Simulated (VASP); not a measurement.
# MoS2 (P2_1/m) in VASP: a series of runs, part 2 of 2

VASP 6.6.1.

## Step 5: Single point, PBE+D3(BJ) (atoms displaced along a vibrational mode, the cell strained)

INCAR reads:

```
  ALGO = Normal
  EDIFF = 1E-6
  ENCUT = 520
  GGA = PE
  ISIF = 2
  ISMEAR = 0
  IVDW = 12
  LASPH = T
  LCHARG = F
  LREAL = F
  LWAVE = F
  NBANDS = 35
  NELM = 60
  PREC = Accurate
  SIGMA = 0.05
```

KPOINTS reads:

```
k-points
0
Gamma
  12 12 4
```

POSCAR reads:

```
MoS2
1.0
    3.2019522193      0.0000000000      0.0000000000
   -1.6009761097      2.7729719636      0.0000000000
    0.0000000000      0.0000000000     12.2936995513
Mo S
2 4
Direct
    0.1110658068      0.6666666667      0.2500000000
    0.8889341932      0.3333333333      0.7500000000
    0.5540821037      0.6666666667      0.6204968003
    0.4459178963      0.3333333333      0.1204968003
    0.5540821037      0.6666666667      0.8795031997
    0.4459178963      0.3333333333      0.3795031997
```

Potentials or basis: VASP PAW PBE potentials, release 64 (Mo_sv, S).

The run is started by

```bash
cat potpaw_PBE.64/Mo_sv/POTCAR potpaw_PBE.64/S/POTCAR > POTCAR
mpirun -np 1 vasp_std > vasp.out
```

OUTCAR:

```text
EDIFF = 1E-6
   ENCUT = 520
   GGA = PE
   ISIF = 2
   ISMEAR = 0
   IVDW = 12
   LASPH = T
   LREAL = F
   NELM = 60
   PREC = Accurate
 IVDW          = 12

 ion  position               nearest neighbor table
   1  0.111  0.667  0.250-   4 2.44   6 2.44   4 2.44   6 2.44   4 2.44   6 2.44
   2  0.889  0.333  0.750-   3 2.44   5 2.44   3 2.44   5 2.44   3 2.44   5 2.44
   3  0.554  0.667  0.620-   2 2.44   2 2.44   2 2.44
   4  0.446  0.333  0.120-   1 2.44   1 2.44   1 2.44
   5  0.554  0.667  0.880-   2 2.44   2 2.44   2 2.44
   6  0.446  0.333  0.380-   1 2.44   1 2.44   1 2.44

  LATTYP: Found a hexagonal cell.
 ALAT       =     3.2019522193
 C/A-ratio  =     3.8394387890

  Lattice vectors:

 A1 = (   3.2019522193,   0.0000000000,   0.0000000000)
 A2 = (  -1.6009761097,   2.7729719636,   0.0000000000)
 A3 = (   0.0000000000,   0.0000000000,  12.2936995513)

Analysis of symmetry for initial positions (statically):
=====================================================================
 Subroutine PRICEL returns:
 Original cell was already a primitive cell.

 Routine SETGRP: Setting up the symmetry group for a
 hexagonal supercell.

 Subroutine GETGRP returns: Found  4 space group operations
 (whereof  2 operations were pure point group operations)
 out of a pool of 24 trial point group operations.

The static configuration has the point symmetry S_2 .
 The point group associated with its full space group is C_2h.

Analysis of symmetry for dynamics (positions and initial velocities):
=====================================================================
 Subroutine PRICEL returns:
 Original cell was already a primitive cell.

 Routine SETGRP: Setting up the symmetry group for a
 hexagonal supercell.

[... 131 lines left out ...]
   IMIX   =      4    mixing-type and parameters
     AMIX     =   0.40;   BMIX     =  1.00
     AMIX_MAG =   1.60;   BMIX_MAG =  1.00
  volume/ion in A,a.u.               =      18.19       122.77
  Fermi-wavevector in a.u.,A,eV,Ry     =   1.278581  2.416168 22.242394  1.634770
  Thomas-Fermi vector in A             =   2.411116
   LORBIT       =      0    0 simple, 1 ext, 2 COOP (PROOUT), +10 PAW based schemes
   GGA     = PE    functional components
   LHFCALC =     F    Hartree Fock is set to
   AEXX    =    0.0000 exact exchange contribution
   IVDW    =    12    specifies the selected vdW correction
   LEPSILON=     F    determine dielectric tensor
   LRPA    =     F    only Hartree local field effects (RPA)
 non-spin polarized calculation
 Gauss-broadening in eV      SIGMA  =   0.05
  energy-cutoff  :      520.00
  volume of cell :      109.15
 maximum number of plane-waves:      2968
   NGX = 11   NGY = 11   NGZ = 45

 number of electron      51.9999995 magnetization

 Free energy of the ion-electron system (eV)
  ---------------------------------------------------
  ext. energy  EPLUGINS =         0.00000000
  ---------------------------------------------------
  free energy    TOTEN  =       -43.38903024 eV

  energy without entropy =      -43.38903024  energy(sigma->0) =      -43.38903024

 E-fermi :   7.6720     XC(G=0): -10.7466

 val. band max:        7.3784936003   @ k =   0.0000   0.0000   0.0000
 cond. band min:       8.1266618643   @ k =  -0.1667   0.3333   0.0000
 fundamental gap:      0.7481682639
 Fermi energy:         7.6720011738

 k-point     1 :       0.0000    0.0000    0.0000
  band No.  band energies     occupation
      1     -54.2502      2.00000
      2     -54.2502      2.00000
      3     -28.3753      2.00000
      4     -28.3753      2.00000
      5     -28.1772      2.00000
      6     -28.1772      2.00000
[... 901 lines left out ...]
     34      10.3217      0.00000
     35      14.7319      0.00000

 [... further k-points ...]

------------------------ aborting loop because EDIFF is reached ----------------------------------------

 Edisp (eV)   -2.49235

 E8    (eV) :    -1.0048

  FORCE on cell =-STRESS in cart. coord.  units (eV):
  Direction    XX          YY          ZZ          XY          YZ          ZX
  --------------------------------------------------------------------------------------
  -------------------------------------------------------------------------------------
  Total      -4.65077    -4.09949    -3.77496    -0.00182     0.00000     0.00000
  in kB     -68.26406   -60.17242   -55.40890    -0.02673     0.00000     0.00000
  external pressure =      -61.28 kB  Pullay stress =        0.00 kB

 VOLUME and BASIS-vectors are now :
 -----------------------------------------------------------------------------
  energy-cutoff  :      520.00
  volume of cell :      109.15
      direct lattice vectors                 reciprocal lattice vectors
     3.201952219  0.000000000  0.000000000     0.312309470  0.180311956  0.000000000
    -1.600976110  2.772971964  0.000000000     0.000000000  0.360623913  0.000000000
     0.000000000  0.000000000 12.293699551     0.000000000  0.000000000  0.081342479

 POSITION                                       TOTAL-FORCE (eV/Angst)
 -----------------------------------------------------------------------------------
     -0.71169      1.84865      3.07342         0.111021     -0.051515     -0.000000
      2.31267      0.92432      9.22027        -0.111021      0.051515      0.000000
      0.70683      1.84865      7.62820         0.023072      0.122815      0.959482
      0.89415      0.92432      1.48135        -0.023072     -0.122815      0.959482
      0.70683      1.84865     10.81235         0.023072      0.122815     -0.959482
      0.89415      0.92432      4.66550        -0.023072     -0.122815     -0.959482
 -----------------------------------------------------------------------------------
    total drift:                               -0.000000      0.000000     -0.000000

  FREE ENERGIE OF THE ION-ELECTRON SYSTEM (eV)
  ---------------------------------------------------
  free  energy   TOTEN  =       -45.8813842070 eV

  energy  without entropy=      -45.8813842070  energy(sigma->0) =      -45.88138421
```

OSZICAR:

```text
N       E                     dE             d eps       ncg     rms          rms(c)
DAV:   1     0.435222398426E+03    0.43522E+03   -0.29241E+04 17172   0.141E+03
DAV:   2    -0.230497555358E+02   -0.45827E+03   -0.44262E+03 18586   0.363E+02
DAV:   3    -0.460124222277E+02   -0.22963E+02   -0.22466E+02 18851   0.731E+01
DAV:   4    -0.464936595384E+02   -0.48124E+00   -0.47965E+00 18534   0.107E+01
DAV:   5    -0.465025043529E+02   -0.88448E-02   -0.88431E-02 18340   0.147E+00    0.313E+01
DAV:   6    -0.443883904065E+02    0.21141E+01   -0.13890E+01 16924   0.235E+01    0.128E+01
DAV:   7    -0.438094065181E+02    0.57898E+00   -0.67797E+00 16524   0.160E+01    0.769E+00
DAV:   8    -0.433876120489E+02    0.42179E+00   -0.97679E-01 16597   0.655E+00    0.305E+00
DAV:   9    -0.434000070612E+02   -0.12395E-01   -0.12608E-01 18007   0.178E+00    0.131E+00
DAV:  10    -0.433889728041E+02    0.11034E-01   -0.40393E-02 16746   0.136E+00    0.436E-01
DAV:  11    -0.433891950533E+02   -0.22225E-03   -0.25592E-03 16892   0.265E-01    0.257E-01
DAV:  12    -0.433890406526E+02    0.15440E-03   -0.44126E-04 17074   0.118E-01    0.119E-01
DAV:  13    -0.433890255034E+02    0.15149E-04   -0.21626E-04 17496   0.795E-02    0.905E-03
DAV:  14    -0.433890293825E+02   -0.38790E-05   -0.12538E-05 14978   0.183E-02    0.170E-02
DAV:  15    -0.433890302367E+02   -0.85420E-06   -0.14393E-06 13042   0.638E-03
   1 F= -.45881384E+02 E0= -.45881384E+02  d E =-.530590E-19
```

stdout:

```text
POSCAR found type information on POSCAR MoS
 POSCAR found :  2 types and       6 ions
 scaLAPACK will be used
 LDA part: xc-table for (Slater+PW92), standard interpolation
 POSCAR, INCAR and KPOINTS ok, starting setup
 FFT: planning ... GRIDC
 FFT: planning ... GRID_SOFT
 FFT: planning ... GRID
 WAVECAR not read
 entering main loop
```

It took 24 min on 1 thread of Oxide Virtual Turin-like, shared host; peak memory 0.68 GiB.

Results:

- Free energy: -45.8814 eV
- Pressure: -6.1 GPa
- Largest force: 0.968 eV/Å
- Band gap on the k mesh: 0.75 eV (least direct gap 1.64 eV)
- Dispersion energy per atom: -0.415 eV

Forces on the atoms (eV/Å):
```
Mo   0.111 -0.052  0.000
Mo  -0.111  0.052  0.000
S    0.023  0.123  0.959
S   -0.023 -0.123  0.959
S    0.023  0.123 -0.959
S   -0.023 -0.123 -0.959
```

Stress tensor (GPa, compression positive):
```
-6.83  0.00  0.00
 0.00 -6.02  0.00
 0.00  0.00 -5.54
```

Levels at points of the mesh, in eV from the valence-band top:
| k point | band 24 | band 25 | band 26 | band 27 | band 28 | band 29 |
| --- | --- | --- | --- | --- | --- | --- |
| (0.00, 0.00, 0.00) | -1.30 | -1.08 | 0.00 | 1.88 | 1.92 | 1.94 |
| (0.50, 0.00, 0.00) | -1.68 | -1.57 | -0.99 | 1.46 | 1.47 | 1.83 |
| (0.00, 0.50, 0.00) | -1.61 | -1.46 | -1.29 | 1.45 | 1.50 | 1.81 |
| (0.50, 0.50, 0.00) | -1.73 | -1.59 | -0.96 | 1.47 | 1.48 | 1.91 |
| (0.00, 0.00, 0.50) | -2.12 | -0.27 | -0.27 | 1.90 | 1.90 | 1.94 |
| (0.50, 0.00, 0.50) | -1.68 | -1.19 | -1.19 | 1.47 | 1.47 | 1.88 |
| (0.00, 0.50, 0.50) | -1.69 | -1.38 | -1.38 | 1.47 | 1.47 | 1.96 |
| (0.50, 0.50, 0.50) | -1.69 | -1.15 | -1.15 | 1.48 | 1.48 | 1.89 |

Caveat: the cell differs from its parent crystal (atoms displaced along a vibrational mode, the cell strained); the cell stands under tension. A k mesh can miss the band edges.

## Step 6: Single point, PBE+D3(BJ) (atoms displaced along a vibrational mode, the cell strained)

INCAR reads:

```
PREC     = Accurate       # precision mode
ENCUT    = 520            # plane-wave cutoff, eV
EDIFF    = 1E-7           # SCF threshold, eV
ISMEAR   = 0              # smearing method
SIGMA    = 0.05           # smearing width, eV
LREAL    = F              # projectors in reciprocal space
LASPH    = T              # aspherical terms in the spheres
NELM     = 100            # most SCF steps
ALGO     = Normal         # electronic algorithm
ISIF     = 2              # what is computed and relaxed
LWAVE    = F              # write WAVECAR
LCHARG   = F              # write CHGCAR
GGA      = PE             # functional
IVDW     = 12             # dispersion correction
NBANDS   = 35             # bands
```

KPOINTS reads:

```
Automatic mesh
0
Gamma
  12 12 4
```

POSCAR reads:

```
MoS2
1.0
    3.2280918902      0.0000000000      0.0000000000
   -1.6140459451      2.7956095827      0.0000000000
    0.0000000000      0.0000000000     12.3940612177
Mo S
2 4
Direct
    0.2592547420      0.6666666667      0.2500000000
    0.7407452580      0.3333333333      0.7500000000
    0.4069057449      0.6666666667      0.6204968003
    0.5930942551      0.3333333333      0.1204968003
    0.4069057449      0.6666666667      0.8795031997
    0.5930942551      0.3333333333      0.3795031997
```

Potentials or basis: VASP PAW PBE potentials, release 64 (Mo_sv, S).

The run is started by

```bash
cat potpaw_PBE.64/Mo_sv/POTCAR potpaw_PBE.64/S/POTCAR > POTCAR
mpirun -np 1 vasp_std > vasp.out
```

OUTCAR:

```text
PREC = Accurate
   ENCUT = 520
   EDIFF = 1E-7
   ISMEAR = 0
   LREAL = F
   LASPH = T
   NELM = 100
   ISIF = 2
   GGA = PE
   IVDW = 12
 IVDW          = 12

 ion  position               nearest neighbor table
   1  0.259  0.667  0.250-   4 2.46   6 2.46   4 2.46   6 2.46   4 2.46   6 2.46
   2  0.741  0.333  0.750-   3 2.46   5 2.46   3 2.46   5 2.46   3 2.46   5 2.46
   3  0.407  0.667  0.620-   2 2.46   2 2.46   2 2.46
   4  0.593  0.333  0.120-   1 2.46   1 2.46   1 2.46
   5  0.407  0.667  0.880-   2 2.46   2 2.46   2 2.46
   6  0.593  0.333  0.380-   1 2.46   1 2.46   1 2.46

  LATTYP: Found a hexagonal cell.
 ALAT       =     3.2280918902
 C/A-ratio  =     3.8394387890

  Lattice vectors:

 A1 = (   3.2280918902,   0.0000000000,   0.0000000000)
 A2 = (  -1.6140459451,   2.7956095827,   0.0000000000)
 A3 = (   0.0000000000,   0.0000000000,  12.3940612177)

Analysis of symmetry for initial positions (statically):
=====================================================================
 Subroutine PRICEL returns:
 Original cell was already a primitive cell.

 Routine SETGRP: Setting up the symmetry group for a
 hexagonal supercell.

 Subroutine GETGRP returns: Found  4 space group operations
[... 181 lines left out ...]

 k-point     1 :       0.0000    0.0000    0.0000
  band No.  band energies     occupation
      1     -54.6041      2.00000
      2     -54.6041      2.00000
      3     -28.7025      2.00000
      4     -28.7025      2.00000
      5     -28.5354      2.00000
      6     -28.5354      2.00000
[... 901 lines left out ...]
     34       9.8900      0.00000
     35      14.2179      0.00000

 [... further k-points ...]

------------------------ aborting loop because EDIFF is reached ----------------------------------------

 Edisp (eV)   -2.43184

 E8    (eV) :    -0.9809

  FORCE on cell =-STRESS in cart. coord.  units (eV):
  Direction    XX          YY          ZZ          XY          YZ          ZX
  --------------------------------------------------------------------------------------
  -------------------------------------------------------------------------------------
  Total      -6.60168    -6.52593    -7.25105    -0.07688     0.00000     0.00000
  in kB     -94.56462   -93.47958  -103.86648    -1.10125     0.00000     0.00000
  external pressure =      -97.30 kB  Pullay stress =        0.00 kB

 VOLUME and BASIS-vectors are now :
 -----------------------------------------------------------------------------
  energy-cutoff  :      520.00
  volume of cell :      111.85
      direct lattice vectors                 reciprocal lattice vectors
     3.228091890  0.000000000  0.000000000     0.309780525  0.178851869  0.000000000
    -1.614045945  2.795609583  0.000000000     0.000000000  0.357703739  0.000000000
     0.000000000  0.000000000 12.394061218     0.000000000  0.000000000  0.080683804

 POSITION                                       TOTAL-FORCE (eV/Angst)
 -----------------------------------------------------------------------------------
     -0.23913      1.86374      3.09852         0.073595     -0.010109      0.000000
      1.85318      0.93187      9.29555        -0.073595      0.010109      0.000000
      0.23750      1.86374      7.69048        -0.020872      0.021351      1.114983
      1.37655      0.93187      1.49344         0.020872     -0.021351      1.114983
      0.23750      1.86374     10.90062        -0.020872      0.021351     -1.114983
      1.37655      0.93187      4.70359         0.020872     -0.021351     -1.114983
 -----------------------------------------------------------------------------------
    total drift:                               -0.000000      0.000000      0.000000

  FREE ENERGIE OF THE ION-ELECTRON SYSTEM (eV)
  ---------------------------------------------------
  free  energy   TOTEN  =       -45.8771381532 eV

  energy  without entropy=      -45.8771381532  energy(sigma->0) =      -45.87713815
```

OSZICAR:

```text
N       E                     dE             d eps       ncg     rms          rms(c)
DAV:   1     0.432723920358E+03    0.43272E+03   -0.29168E+04 17212   0.140E+03
DAV:   2    -0.237868094403E+02   -0.45651E+03   -0.44133E+03 18778   0.361E+02
DAV:   3    -0.462226594826E+02   -0.22436E+02   -0.21991E+02 18872   0.726E+01
DAV:   4    -0.466794422674E+02   -0.45678E+00   -0.45552E+00 18585   0.105E+01
DAV:   5    -0.466880117179E+02   -0.85695E-02   -0.85680E-02 18381   0.145E+00    0.295E+01
DAV:   6    -0.445797198645E+02    0.21083E+01   -0.14756E+01 16953   0.241E+01    0.125E+01
DAV:   7    -0.438636221426E+02    0.71610E+00   -0.74172E+00 16552   0.165E+01    0.731E+00
DAV:   8    -0.434452078671E+02    0.41841E+00   -0.97628E-01 16686   0.645E+00    0.288E+00
DAV:   9    -0.434561435103E+02   -0.10936E-01   -0.12698E-01 18010   0.179E+00    0.125E+00
DAV:  10    -0.434454067359E+02    0.10737E-01   -0.40135E-02 16876   0.136E+00    0.452E-01
DAV:  11    -0.434455440702E+02   -0.13733E-03   -0.25951E-03 16847   0.269E-01    0.267E-01
DAV:  12    -0.434453102662E+02    0.23380E-03   -0.53764E-04 17190   0.133E-01    0.111E-01
DAV:  13    -0.434452940993E+02    0.16167E-04   -0.20510E-04 17853   0.779E-02    0.132E-02
DAV:  14    -0.434452975177E+02   -0.34184E-05   -0.10055E-05 17033   0.162E-02    0.180E-02
DAV:  15    -0.434452983562E+02   -0.83854E-06   -0.13932E-06 15801   0.588E-03    0.664E-03
DAV:  16    -0.434452983262E+02    0.30048E-07   -0.47994E-07 16791   0.414E-03
   1 F= -.45877138E+02 E0= -.45877138E+02  d E =-.469566E-13
```

It took 14 min on 1 thread of Oxide Virtual Turin-like, shared host; peak memory 0.69 GiB.

What came out:

```
Free energy                : -45.8771 eV
Pressure                   : -9.7 GPa
Largest force              : 1.115 eV/Å
Band gap on the k mesh     : 0.84 eV (least direct gap 1.55 eV)
Dispersion energy per atom : -0.405 eV
```

Forces in eV/Å, atoms in the order of the input:
```
Mo   0.074 -0.010  0.000
Mo  -0.074  0.010  0.000
S   -0.021  0.021  1.115
S    0.021 -0.021  1.115
S   -0.021  0.021 -1.115
S    0.021 -0.021 -1.115
```

Levels at points of the mesh, in eV from the valence-band top:
```
           k point  band 23  band 24  band 25  band 26  band 27  band 28  band 29  band 30
(0.00, 0.00, 0.00)    -1.94    -1.06    -1.04     0.00     1.92     1.97     2.02     2.04
(0.50, 0.00, 0.00)    -1.67    -1.45    -1.29    -1.13     1.50     1.54     1.83     2.10
(0.00, 0.50, 0.00)    -1.64    -1.51    -1.25    -1.18     1.51     1.54     1.86     2.11
(0.50, 0.50, 0.00)    -1.66    -1.49    -1.41    -1.03     1.50     1.54     1.90     2.09
(0.00, 0.00, 0.50)    -1.97    -1.97    -0.23    -0.23     1.94     1.94     2.00     2.00
(0.50, 0.00, 0.50)    -1.55    -1.55    -1.22    -1.22     1.52     1.52     1.97     1.97
(0.00, 0.50, 0.50)    -1.55    -1.55    -1.23    -1.23     1.52     1.52     1.99     1.99
(0.50, 0.50, 0.50)    -1.55    -1.55    -1.16    -1.16     1.52     1.52     2.00     2.00
```

Caveat: the cell differs from its parent crystal (atoms displaced along a vibrational mode, the cell strained); the cell stands under tension; forces of over 1 eV/Å act on the atoms, so gaps and moduli don't describe the material at rest. A k mesh can miss the band edges.

## Step 7: Overview

```tsv
cell	gap on the mesh (eV)	pressure (GPa)	largest force (eV/Å)
a = 3.175, b = 3.175, c = 12.192 Å, angles 90.0, 90.0, 120.0°, 6 atoms, atomic positions A	0.76	-3.1	0.55
a = 3.202, b = 3.202, c = 12.294 Å, angles 90.0, 90.0, 120.0°, 6 atoms, atomic positions A	0.78	-6.5	0.89
a = 3.175, b = 3.175, c = 12.192 Å, angles 90.0, 90.0, 120.0°, 6 atoms, atomic positions B	0.73	-2.8	0.64
a = 3.202, b = 3.202, c = 12.294 Å, angles 90.0, 90.0, 120.0°, 6 atoms, atomic positions B	0.75	-6.1	0.97
a = 3.228, b = 3.228, c = 12.394 Å, angles 90.0, 90.0, 120.0°, 6 atoms, atomic positions C	0.84	-9.7	1.12
```

Alike in all rows: task single point; level PBE+D3(BJ); potentials or basis VASP PAW PBE potentials, release 64 (Mo_sv, S); no spin polarisation; k mesh 12 × 12 × 4; cutoff (eV) 520; smearing gaussian 0.05 eV.

Caveats: the cell stands under tension (at least some runs); forces of over 1 eV/Å act on the atoms, so gaps and moduli don't describe the material at rest (at least some runs).

Total energies depend on the potentials used, so only differences within one code and one set of settings carry meaning.
